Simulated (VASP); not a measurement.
# GaH2 in VASP: a series of runs

GaH2 is run at these levels: PBE; tasks: single point, relaxation of cell and atoms.

Program: VASP 6.6.1. These are calculated values, not measurements. Logs are shortened: lines on timing, memory, paths and dates and some standing lists are left out, and cuts for length are marked.

## 1. The cell of the first run

The typed cell holds 3 atoms: a = 3.400 Å, b = 3.400 Å, c = 3.400 Å, α = 120.08°, β = 120.08°, γ = 89.86°.

## 2. Single point, PBE

The input, INCAR:

```
SYSTEM = GaH2
ALGO     = Normal         ! electronic algorithm
EDIFF    = 1E-6           ! SCF threshold, eV
ENCUT    = 520            ! plane-wave cutoff, eV
GGA      = PE             ! functional
ISIF     = 2              ! what is computed and relaxed
ISMEAR   = 0              ! smearing method
LASPH    = .TRUE.         ! aspherical terms in the spheres
LCHARG   = .FALSE.        ! write CHGCAR
LREAL    = .FALSE.        ! projectors in reciprocal space
LWAVE    = .FALSE.        ! write WAVECAR
NBANDS   = 14             ! bands
NELM     = 80             ! most SCF steps
PREC     = Accurate       ! precision mode
SIGMA    = 0.1            ! smearing width, eV
```

The input, KPOINTS:

```
k-points
0
G
  10 10 10
  0 0 0
```

The input, POSCAR:

```
GaH2
1.0
   -1.6976519435      1.6976519435      2.4068666910
    1.6976519435     -1.6976519435      2.4068666910
    1.6976519435      1.6976519435     -2.4068666910
Ga H
1 2
Direct
    0.0000000000      0.0000000000      0.0000000000
    0.2500000000      0.7500000000      0.5000000000
    0.7500000000      0.2500000000      0.5000000000
```

Potentials or basis: VASP PAW PBE potentials, release 64 (Ga_d, H).

Command:

```
> cat potpaw_PBE.64/Ga_d/POTCAR potpaw_PBE.64/H/POTCAR > POTCAR
> mpirun -np 1 vasp_std > vasp.out
```

OUTCAR:

```text
SYSTEM = GaH2
   EDIFF = 1E-6
   ENCUT = 520
   GGA = PE
   ISIF = 2
   ISMEAR = 0
   LASPH = .TRUE.
   LREAL = .FALSE.
   NELM = 80
   PREC = Accurate

 ion  position               nearest neighbor table
   1  0.000  0.000  0.000-
   2  0.250  0.750  0.500-
   3  0.750  0.250  0.500-

  LATTYP: Found a body centered tetragonal cell.
 ALAT       =     3.3953038870
 C/A-ratio  =     1.4177621627

  Lattice vectors:

 A1 = (  -1.6976519435,   1.6976519435,   2.4068666910)
 A2 = (   1.6976519435,  -1.6976519435,   2.4068666910)
 A3 = (   1.6976519435,   1.6976519435,  -2.4068666910)

Analysis of symmetry for initial positions (statically):
=====================================================================
 Subroutine PRICEL returns:
 Original cell was already a primitive cell.

 Routine SETGRP: Setting up the symmetry group for a
 body centered tetragonal supercell.

 Subroutine GETGRP returns: Found 16 space group operations
 (whereof 16 operations were pure point group operations)
 out of a pool of 16 trial point group operations.

The static configuration has the point symmetry D_4h.

Analysis of symmetry for dynamics (positions and initial velocities):
=====================================================================
 Subroutine PRICEL returns:
 Original cell was already a primitive cell.

 Routine SETGRP: Setting up the symmetry group for a
 body centered tetragonal supercell.

 Subroutine GETGRP returns: Found 16 space group operations
 (whereof 16 operations were pure point group operations)
 out of a pool of 16 trial point group operations.

The dynamic configuration has the point symmetry D_4h.

 Subroutine INISYM returns: Found 16 space group operations
 (whereof 16 operations are pure point group operations),
 and found     1 'primitive' translations

----------------------------------------------------------------------------------------

                                     Primitive cell

  volume of cell :      27.7466

  direct lattice vectors                    reciprocal lattice vectors
    -1.697651943  1.697651943  2.406866691     0.000000000  0.294524447  0.207738967
     1.697651943 -1.697651943  2.406866691     0.294524447  0.000000000  0.207738967
     1.697651943  1.697651943 -2.406866691     0.294524447  0.294524447  0.000000000

  length of vectors
     3.399566371  3.399566371  3.399566371     0.360416604  0.360416604  0.416520468

  position of ions in fractional coordinates (direct lattice)
     0.000000000  0.000000000  0.000000000
     0.250000000  0.750000000  0.500000000
     0.750000000  0.250000000  0.500000000

  ion indices of the primitive-cell ions
   primitive index   ion index
                 1           1
                 2           2
                 3           3

----------------------------------------------------------------------------------------

 KPOINTS: k-points

Automatic generation of k-mesh.
 Grid dimensions read from file:
 generate k-points for:   10   10   10

 Generating k-lattice:

  Cartesian coordinates                     Fractional coordinates (reciprocal lattice)
     0.000000000  0.029452445  0.020773897     0.100000000  0.000000000  0.000000000
     0.029452445  0.000000000  0.020773897     0.000000000  0.100000000  0.000000000
     0.029452445  0.029452445  0.000000000     0.000000000  0.000000000  0.100000000

  Length of vectors
     0.036041660  0.036041660  0.041652047

  Shift w.r.t. Gamma in fractional coordinates (k-lattice)
     0.000000000  0.000000000  0.000000000

 Subroutine IBZKPT returns following result:
 ===========================================

 Found    102 irreducible k-points:

 Following reciprocal coordinates:
            Coordinates               Weight
  0.000000  0.000000  0.000000      1.000000
  0.100000 -0.000000  0.000000      8.000000
  0.200000 -0.000000  0.000000      8.000000
  0.300000 -0.000000  0.000000      8.000000
  0.400000  0.000000  0.000000      8.000000
  0.500000  0.000000  0.000000      4.000000
[... 16 lines left out ...]
  0.300000  0.300000  0.000000      8.000000
  0.400000  0.300000  0.000000     16.000000
 [... further k-points ...]
   k-points           NKPTS =    102   k-points in BZ     NKDIM =    102   number of bands    NBANDS=     14
   number of dos      NEDOS =    301   number of ions     NIONS =      3
   total plane-waves  NPLWV =  21952
   dimension x,y,z NGX =    28 NGY =   28 NGZ =   28
   dimension x,y,z NGXF=    56 NGYF=   56 NGZF=   56
   ions per type =               1   2
   NGX,Y,Z   is equivalent  to a cutoff of  13.69, 13.69, 13.69 a.u.
   NGXF,Y,Z  is equivalent  to a cutoff of  27.39, 27.39, 27.39 a.u.
 SYSTEM =  GaH2
   PREC   = accura    normal or accurate (medium, high low for compatibility)
   ISTART =      0    job   : 0-new  1-cont  2-samecut
   ICHARG =      2    charge: 1-file 2-atom 10-const
   ISPIN  =      1    spin polarized calculation?
   LNONCOLLINEAR =      F non collinear calculations
   LSORBIT =      F    spin-orbit coupling
   LASPH  =      T    aspherical Exc in radial PAW
   ENCUT  =  520.0 eV  38.22 Ry    6.18 a.u.   6.32  6.32  6.32*2*pi/ulx,y,z
   NELM   =     80;   NELMIN=  2; NELMDL= -5     # of ELM steps
   EDIFF  = 0.1E-05   stopping-criterion for ELM
   LREAL  =      F    real-space projection
   EDIFFG = 0.1E-04   stopping-criterion for IOM
   NSW    =      0    number of steps for IOM
   IBRION =     -1    ionic relax: 0-MD 1-quasi-New 2-CG
   NFREE  =      0    steps in history (QN), initial steepest desc. (CG)
   ISIF   =      2    stress and relaxation
   ISYM   =      2    0-nonsym 1-usesym 2-fastsym
   POTIM  = 0.5000    time-step for ionic-motion
   TEBEG  =    0.0;   TEEND  =   0.0 temperature during run
   PSTRESS=    0.0 pullay stress
   NELECT =      15.0000    total number of electrons
   NUPDOWN=      -1.0000    fix difference up-down
   EMIN   =  10.00;   EMAX   =-10.00  energy-range for DOS
   EFERMI =   0.00;   METHOD = LEGACY
   ISMEAR =     0;   SIGMA  =   0.10  broadening in eV -4-tet -1-fermi 0-gaus
   EFERMI_NEDOS =   21; number of points for ismear=-14 and -15
   IALGO  =     38    algorithm
   IMIX   =      4    mixing-type and parameters
     AMIX     =   0.40;   BMIX     =  1.00
     AMIX_MAG =   1.60;   BMIX_MAG =  1.00
  volume/ion in A,a.u.               =       9.25        62.41
  Fermi-wavevector in a.u.,A,eV,Ry     =   1.333630  2.520196 24.198913  1.778570
  Thomas-Fermi vector in A             =   2.462474
   LORBIT       =      0    0 simple, 1 ext, 2 COOP (PROOUT), +10 PAW based schemes
   GGA     = PE    functional components
   LHFCALC =     F    Hartree Fock is set to
   AEXX    =    0.0000 exact exchange contribution
   IVDW    =     0    specifies the selected vdW correction
   LEPSILON=     F    determine dielectric tensor
   LRPA    =     F    only Hartree local field effects (RPA)
 non-spin polarized calculation
 Gauss-broadening in eV      SIGMA  =   0.10
  energy-cutoff  :      520.00
  volume of cell :       27.75
 maximum number of plane-waves:       763
 NGX is ok and might be reduce to    28
   NGX = 13   NGY = 13   NGZ = 13

 number of electron      14.9999994 magnetization

 Free energy of the ion-electron system (eV)
  ---------------------------------------------------
  ext. energy  EPLUGINS =         0.00000000
  ---------------------------------------------------
  free energy    TOTEN  =        -8.32631748 eV

  energy without entropy =       -8.32454886  energy(sigma->0) =       -8.32543317

 E-fermi :   3.8703     XC(G=0): -10.2668

 val. band max:        3.8343345754   @ k =   0.1000   0.1000   0.0000
 cond. band min:       3.9103304344   @ k =  -0.2000   0.5000   0.2000
 fundamental gap:      0.0759958589
 Fermi energy:         3.8702733934

 k-point     1 :       0.0000    0.0000    0.0000
  band No.  band energies     occupation
      1     -11.0719      2.00000
      2     -11.0708      2.00000
      3     -11.0708      2.00000
      4     -11.0070      2.00000
      5     -11.0064      2.00000
      6      -7.8082      2.00000
      7       4.6330      0.00000
      8      11.5920      0.00000
      9      11.5953      0.00000
     10      11.5953      0.00000
     11      13.2773      0.00000
     12      14.4917      0.00000
     13      14.4945      0.00000
     14      14.4945      0.00000

 k-point     2 :       0.1000   -0.0000    0.0000
  band No.  band energies     occupation
      1     -11.0767      2.00000
      2     -11.0665      2.00000
      3     -11.0658      2.00000
      4     -11.0073      2.00000
      5     -11.0068      2.00000
      6      -7.6203      2.00000
      7       4.3303      0.00000
      8       9.6840      0.00000
      9      11.1961      0.00000
     10      11.2043      0.00000
     11      13.2688      0.00000
     12      15.0720      0.00000
     13      15.0734      0.00000
     14      16.4403      0.00000

 k-point     3 :       0.2000   -0.0000    0.0000
  band No.  band energies     occupation
      1     -11.0939      2.00000
      2     -11.0572      2.00000
      3     -11.0565      2.00000
      4     -11.0041      2.00000
      5     -11.0039      2.00000
      6      -7.0527      2.00000
      7       3.1733      2.00000
      8       7.9397      0.00000
      9      10.5317      0.00000
     10      10.5499      0.00000
     11      12.4599      0.00000
     12      15.6604      0.00000
     13      15.6879      0.00000
     14      17.8018      0.00000

 k-point     4 :       0.3000   -0.0000    0.0000
  band No.  band energies     occupation
      1     -11.1193      2.00000
      2     -11.0547      2.00000
      3     -11.0539      2.00000
      4     -10.9912      2.00000
      5     -10.9911      2.00000
      6      -6.1036      2.00000
      7       1.1896      2.00000
      8       7.2863      0.00000
      9      10.0012      0.00000
     10      10.0290      0.00000
     11      11.4525      0.00000
     12      15.0105      0.00000
     13      15.0537      0.00000
     14      19.0622      0.00000

 k-point     5 :       0.4000    0.0000    0.0000
  band No.  band energies     occupation
      1     -11.1423      2.00000
      2     -11.0575      2.00000
      3     -11.0568      2.00000
      4     -10.9759      2.00000
      5     -10.9755      2.00000
      6      -4.7948      2.00000
      7      -0.9624      2.00000
      8       7.1620      0.00000
      9       9.6840      0.00000
     10       9.7192      0.00000
     11      10.6831      0.00000
[... 276 lines left out ...]
 k-point    22 :      -0.2000    0.2000    0.0000
  band No.  band energies     occupation
      1     -11.1154      2.00000
      2     -11.0358      2.00000
      3     -11.0353      2.00000
      4     -11.0292      2.00000
      5     -10.9931      2.00000
      6      -6.8093      2.00000
      7       3.5782      1.99996
      8       7.2743      0.00000
      9       8.6459      0.00000
     10       8.6527      0.00000
     11      12.7169      0.00000
     12      16.4447      0.00000
     13      17.5479      0.00000
     14      18.7219      0.00000

 k-point    23 :       0.3000    0.3000    0.0000
  band No.  band energies     occupation
      1     -11.1048      2.00000
      2     -11.0728      2.00000
      3     -11.0194      2.00000
      4     -11.0051      2.00000
      5     -10.9979      2.00000
      6      -3.3463      2.00000
      7      -0.5775      2.00000
      8       2.0813      2.00000
      9       8.0656      0.00000
     10       8.2217      0.00000
     11      12.9771      0.00000
     12      17.7855      0.00000
     13      18.7964      0.00000
     14      18.8709      0.00000

 k-point    24 :       0.4000    0.3000    0.0000
  band No.  band energies     occupation
      1     -11.1342      2.00000
      2     -11.0502      2.00000
      3     -11.0321      2.00000
      4     -11.0015      2.00000
      5     -10.9774      2.00000
      6      -2.1403      2.00000
      7      -1.5051      2.00000
      8       1.7289      2.00000
      9       7.3644      0.00000
     10       7.4520      0.00000
     11      14.2019      0.00000
     12      15.5484      0.00000
     13      19.2287      0.00000
     14      21.7525      0.00000

 [... further k-points ...]
[... 5 lines left out ...]
  --------------------------------------------------------------------------------------
  -------------------------------------------------------------------------------------
  Total        0.0054626      0.0054626     -0.0153175      0.0000000      0.0000000      0.0000000
  in kB        0.3154274      0.3154274     -0.8844831      0.0000000      0.0000000      0.0000000
  external PRESSURE =      -0.0845427 kB  Pullay stress =       0.0000000 kB

 VOLUME and BASIS-vectors are now :
 -----------------------------------------------------------------------------
  energy-cutoff  :      520.00
  volume of cell :       27.75
      direct lattice vectors                 reciprocal lattice vectors
    -1.697651943  1.697651943  2.406866691     0.000000000  0.294524447  0.207738967
     1.697651943 -1.697651943  2.406866691     0.294524447  0.000000000  0.207738967
     1.697651943  1.697651943 -2.406866691     0.294524447  0.294524447  0.000000000

 POSITION                                       TOTAL-FORCE (eV/Angst)
 -----------------------------------------------------------------------------------
      0.00000      0.00000      0.00000         0.000000     -0.000000      0.000000
      1.69765      0.00000      1.20343        -0.000000      0.000000      0.000000
      0.00000      1.69765      1.20343         0.000000     -0.000000     -0.000000
 -----------------------------------------------------------------------------------
    total drift:                               -0.000000     -0.000000      0.000000

  FREE ENERGIE OF THE ION-ELECTRON SYSTEM (eV)
  ---------------------------------------------------
  free  energy   TOTEN  =        -8.3263174813 eV

  energy  without entropy=       -8.3245488646  energy(sigma->0) =       -8.32543317
```

Wall time 86 s (1 thread of AMD EPYC, shared host); peak memory 0.15 GiB.

Results:

| Quantity | Value |
| --- | --- |
| Free energy | -8.3263 eV |
| Pressure | 0.0 GPa |

## 3. Single point, PBE

This run uses another cell than the first one, of 9.29 Å³/atom, 1.004 times its volume.

The input, INCAR:

```
PREC = Accurate
ENCUT = 520
EDIFF = 1E-6
ISMEAR = 0
SIGMA = 0.1
LREAL = F
LASPH = T
NELM = 100
ALGO = Normal
ISIF = 2
LWAVE = F
LCHARG = F
GGA = PE
NBANDS = 14
```

The input, KPOINTS:

```
Automatic mesh
0
Gamma
  14 14 14
```

The input, POSCAR:

```
GaH2
1.0
   -1.7014519758      1.7014519758      2.4065423458
    1.7014519758     -1.7014519758      2.4065423458
    1.7014519758      1.7014519758     -2.4065423458
Ga H
1 2
Direct
    0.0000000000      0.0000000000      0.0000000000
    0.2500000000      0.7500000000      0.5000000000
    0.7500000000      0.2500000000      0.5000000000
```

Potentials or basis: VASP PAW PBE potentials, release 64 (Ga_d, H).

Command:

```
> cat potpaw_PBE.64/Ga_d/POTCAR potpaw_PBE.64/H/POTCAR > POTCAR
> mpirun -np 1 vasp_std > vasp.out
```

Run time: 3.5 min. Hardware: 1 thread of AMD EPYC, shared host; peak memory 0.2 GiB.

It converged, with:

```
Free energy : -8.3235 eV
Pressure    : 0.0 GPa
```

Levels at points of the mesh, in eV from the Fermi level:
| k point | band 6 | band 7 | band 8 | band 9 | band 10 | band 11 |
| --- | --- | --- | --- | --- | --- | --- |
| (0.00, 0.00, 0.00) | -11.66 | 0.73 | 7.68 | 7.68 | 7.68 | 9.33 |
| (0.50, 0.00, 0.00) | -7.40 | -6.40 | 3.25 | 5.70 | 5.70 | 6.49 |
| (0.50, 0.50, 0.00) | -6.53 | -4.08 | -1.65 | 2.38 | 2.38 | 5.98 |
| (0.50, 0.50, 0.50) | -6.53 | -4.08 | -1.64 | 2.38 | 2.38 | 5.98 |

## 4. Relaxation of cell and atoms, PBE

The input, INCAR:

```
  PREC = Accurate
  ENCUT = 600
  EDIFF = 1E-6
  ISMEAR = 0
  SIGMA = 0.1
  LREAL = False
  LASPH = True
  NELM = 60
  ALGO = Normal
  ISIF = 3
  LWAVE = False
  LCHARG = False
  GGA = PE
  IBRION = 2
  NSW = 90
  EDIFFG = -0.025
```

KPOINTS is that of step 3.

The input, POSCAR:

```
GaH2
1.0
   -1.6976519435      1.6976519435      2.4068666910
    1.6976519435     -1.6976519435      2.4068666910
    1.6976519435      1.6976519435     -2.4068666910
Ga H
1 2
Direct
    0.0000000000      0.0000000000      0.0000000000
    0.2500000000      0.7500000000      0.5000000000
    0.7500000000      0.2500000000      0.5000000000
```

Command:

```
> cat potpaw_PBE.64/Ga_d/POTCAR potpaw_PBE.64/H/POTCAR > POTCAR
> mpirun -np 1 vasp_std > vasp.out
```

It took 2.7 min on 1 thread of AMD EPYC, shared host; peak memory 0.2 GiB.

The run converged. Its results:

```
Free energy             : -8.3239 eV
Pressure after relaxing : 0.3 GPa
```

Stress tensor (GPa, compression positive):
```
0.37 0.00 0.00
0.00 0.37 0.00
0.00 0.00 0.24
```

Final structure:
```
Ga H
1.0
    -1.69765    1.69765    2.40687
     1.69765   -1.69765    2.40687
     1.69765    1.69765   -2.40687
Ga H
1 2
Cartesian
  0.0000 0.0000 0.0000
  1.6977 0.0000 1.2034
  0.0000 1.6977 1.2034
```

Levels at points of the mesh, in eV from the Fermi level:
| k point | band 6 | band 7 | band 8 | band 9 | band 10 | band 11 |
| --- | --- | --- | --- | --- | --- | --- |
| (0.00, 0.00, 0.00) | -11.71 | 0.73 | 7.70 | 7.70 | 7.70 | 9.38 |
| (0.50, 0.00, 0.00) | -7.42 | -6.44 | 3.27 | 5.69 | 5.72 | 6.50 |
| (0.50, 0.50, 0.00) | -6.55 | -4.08 | -1.66 | 2.35 | 2.37 | 5.97 |
| (0.50, 0.50, 0.50) | -6.58 | -4.11 | -1.64 | 2.39 | 2.39 | 6.00 |

Caveat: the relaxation stopped at its first step, so nothing moved.

## 5. The runs side by side

| task | cell | k mesh | cutoff (eV) | gap on the mesh (eV) | pressure (GPa) |
| --- | --- | --- | --- | --- | --- |
| single point | a = 3.400 Å, angles 120.1, 120.1, 89.9°, 3 atoms | 10 × 10 × 10 | 520 | none | 0.0 |
| single point | a = 3.403 Å, angles 120.0, 120.0, 90.0°, 3 atoms | 14 × 14 × 14 | 520 | none | 0.0 |
| relaxation of cell and atoms | relaxed from a = 3.400 Å, angles 120.1, 120.1, 89.9°, 3 atoms | 14 × 14 × 14 | 600 | none | 0.3 |

Alike in all rows: level PBE; potentials or basis VASP PAW PBE potentials, release 64 (Ga_d, H); no spin polarisation; smearing gaussian 0.1 eV.

Caveats: the relaxation stopped at its first step, so nothing moved (some runs).

Absolute energies hang on the potentials; compare differences alone.
